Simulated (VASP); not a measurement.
Wanted: the native input for a VASP 6.6.1 run.

| Property | Result |
| --- | --- |
| Task | electric field gradients |
| Functional | PBE |
| Potentials or basis | VASP PAW PBE potentials, release 64 (B, N) |
| Cutoff | 520 eV |
| k mesh | 16 × 16 × 16 |
| Occupations | fermi-dirac, width 0.03 eV |
| Spin | no spin polarisation |
| Dipole correction | no |
| Further INCAR settings | ALGO = Normal; EDIFF = 1e-08; NBANDS = 11 |

The structure of BN (zincblende type) lies in POSCAR:

```
BN
1.0
    0.0000000000      1.8123531715      1.8123531715
    1.8123531715      0.0000000000      1.8123531715
    1.8123531715      1.8123531715      0.0000000000
B N
1 1
Direct
    0.0000000000      0.0000000000      0.0000000000
    0.2500000000      0.2500000000      0.2500000000
```

The input as run:

INCAR

```
SYSTEM = BN
  ALGO = Normal
  EDIFF = 1E-8
  ENCUT = 520
  GGA = PE
  ISIF = 2
  ISMEAR = -1
  LASPH = .TRUE.
  LCHARG = .FALSE.
  LEFG = .TRUE.
  LREAL = .FALSE.
  LWAVE = .FALSE.
  NBANDS = 11
  NELM = 60
  PREC = Accurate
  SIGMA = 0.03
```

KPOINTS

```
k-points
0
G
  16 16 16
  0 0 0
```

Potentials or basis: VASP PAW PBE potentials, release 64 (B, N).

The run is started by

```bash
$ cat potpaw_PBE.64/B/POTCAR potpaw_PBE.64/N/POTCAR > POTCAR
$ mpirun -np 1 vasp_std > vasp.out
```

Results of the run:

* Pressure: 0.2 GPa
* Band gap on the k mesh: 4.45 eV, indirect (least direct gap 8.78 eV)

Caveat: without QUAD_EFG the Cq values of the log hold for a quadrupole moment of 1 mb, not for the nuclei.

Run time: 13 s on 1 thread of Intel(R) Xeon(R) Platinum 8488C (Sapphire Rapids) (shared host), peak memory 0.13 GiB.
